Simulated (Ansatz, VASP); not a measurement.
**One calculation of LiF, two programs**

```xyz
2
Lattice="-0.0624 2.1446 2.1446 2.1446 -0.0624 2.1446 2.0822 2.0822 0.0000" Properties=species:S:1:pos:R:3 pbc="T T T"
Li    0.0000    0.0000   -0.0240
F     1.0411    1.0411    1.0963
```

Change from the starting cell: shear_xy strain -5.8%.

Alike in both runs: task single point; functional PBE; k mesh 10 × 10 × 10; occupations fermi-dirac, width 0.02 eV; no spin polarisation.

```csv
,VASP,Ansatz
version,VASP 6.6.1,Ansatz 0.2.0
potentials or method,"VASP PAW PBE potentials, release 64 (Li_sv, F)","plane waves, PAW"
plane-wave cutoff (eV),520,420
valence electrons in the cell,10,10
```

Ansatz gave:

| Item | Value |
| --- | --- |
| gap on the k mesh at the Fermi level (eV) | 7.80 |
| rms of the force components (eV/Å) | 0.001 |

**Question.** What did VASP give for the same quantities?

**Answer.** gap on the k mesh at the Fermi level (eV): 7.79; rms of the force components (eV/Å): 0.003.

Atom by atom the forces differ by 0.002 eV/Å (rms over components). The functional is the same, so the differences come from potentials, cutoffs and numerics.

Noted on VASP's run: the cutoff is short for stress, so the pressure is rough.
